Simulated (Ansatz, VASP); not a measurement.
## Two plane-wave programs on Si

```xyz
1
Lattice="0.0000 1.9647 1.8075 1.9647 0.0000 1.8075 1.9647 1.9647 0.0000" Properties=species:S:1:pos:R:3 pbc="T T T"
Si    0.0000    0.0000    0.0000
```

Alike in both runs: task single point; functional PBE; dispersion D3(BJ); k mesh 24 × 24 × 24; occupations gaussian, width 0.15 eV; no spin polarisation.

|  | VASP | Ansatz |
| --- | --- | --- |
| version | VASP 6.6.1 | Ansatz 0.2.0 |
| potentials or method | VASP PAW PBE potentials, release 64 (Si), cutoff 520 eV | scalar-relativistic, plane waves, PAW |
| valence electrons in the cell | 4 | 4 |

|  | VASP | Ansatz | Ansatz less VASP |
| --- | --- | --- | --- |
| gap on the k mesh at the Fermi level (eV) | none | none | - |
| pressure (GPa) | -1.8 | -1.7 | +0.04 |
| traceless stress, the component that is largest in VASP (GPa) | -0.85 | -0.85 | +0.002 |

A gap of «none» marks a metal or a gap that the smearing closes.
